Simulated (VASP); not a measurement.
A run of VASP 6.6.1 is set up as follows.

File POSCAR:

```
PbS
1.0
    4.1642802095      0.0000000000      0.0000000000
   -2.0821401048      3.6063724499      0.0000000000
    0.0000000000      0.0000000000      7.4063475574
Pb S
2 2
Direct
    0.0000000000      0.0000000000      0.0000000000
    0.0000000000      0.0000000000      0.5000000000
    0.3333333333      0.6666666667      0.2500000000
    0.6666666667      0.3333333333      0.7500000000
```

The input INCAR.step1:

```
SYSTEM = PbS
  ALGO = Normal
  EDIFF = 1E-4
  ENCUT = 520
  GGA = PE
  ISMEAR = -1
  LASPH = .TRUE.
  LCHARG = .FALSE.
  LREAL = .FALSE.
  LWAVE = .TRUE.
  NBANDS = 28
  NELM = 60
  PREC = Accurate
  SIGMA = 0.02
```

INCAR.step2

```
SYSTEM = PbS
  ALGO = Normal
  EDIFF = 1E-6
  ENCUT = 520
  ISIF = 2
  ISMEAR = -1
  ISTART = 1
  LASPH = .TRUE.
  LCHARG = .FALSE.
  LMIXTAU = .TRUE.
  LREAL = .FALSE.
  LWAVE = .FALSE.
  METAGGA = R2SCAN
  NBANDS = 28
  NELM = 60
  PREC = Accurate
  SIGMA = 0.02
```

The input KPOINTS:

```
k-points
0
G
  6 6 4
  0 0 0
```

Potentials or basis: VASP PAW PBE potentials, release 64 (Pb_d, S).

Command:

```console
$ cat potpaw_PBE.64/Pb_d/POTCAR potpaw_PBE.64/S/POTCAR > POTCAR
$ cp INCAR.step1 INCAR
$ mpirun -np 1 vasp_std > vasp.out
$ cp INCAR.step2 INCAR
$ mpirun -np 1 vasp_std > vasp.out
```

(1) Estimate the band gap on the k mesh.

(2) Estimate the pressure.

Answers

(1) 0.36 eV.

(2) -1.6 GPa.

Caveat: the PAW data sets were made with another functional, which shifts forces and pressure a little; spin-orbit coupling is left out, which moves the levels of the heavy elements.
